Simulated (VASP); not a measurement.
**Sc: single point with PBE**

Crystal: Sc.

```
Sc
1.0
     3.31936    0.00000    0.00000
    -1.65968    2.87465    0.00000
     0.00000    0.00000    5.18426
Sc
2
Direct
  0.33333 0.66667 0.25000
  0.66667 0.33333 0.75000
```

* Program: VASP 6.6.1
* Task: single point
* Functional: PBE
* Potentials or basis: VASP PAW PBE potentials, release 64 (Sc_sv)
* Cutoff: 520 eV
* k mesh: 11 × 11 × 6
* Occupations: fermi-dirac, width 0.3 eV
* Spin: no spin polarisation
* Dipole correction: no
* Further INCAR settings: ALGO = Normal; EDIFF = 1e-06; NBANDS = 18

The pressure is 1.1 GPa. The band gap on the k mesh is zero (bands 11 and 12 overlap by 1.46 eV).

Stress tensor (GPa, compression positive):
```
0.69 0.00 0.00
0.00 0.69 0.00
0.00 0.00 1.94
```

Levels at points of the mesh, in eV from the Fermi level:
| k point | band 7 | band 8 | band 9 | band 10 | band 11 | band 12 | band 13 | band 14 | band 15 | band 16 |
| --- | --- | --- | --- | --- | --- | --- | --- | --- | --- | --- |
| (0.00, 0.00, 0.00) | -27.82 | -27.81 | -5.16 | -1.65 | 0.55 | 1.59 | 1.59 | 1.83 | 2.04 | 2.04 |
| (0.00, 0.00, 0.50) | -27.85 | -27.85 | -3.62 | -3.62 | 0.95 | 0.95 | 1.51 | 1.51 | 1.51 | 1.51 |

Wall time 96 s on 1 thread of Intel Xeon 8259CL, on a shared host, peak memory 0.2 GiB.

Caveat: so wide a smearing shifts energies and pressures.
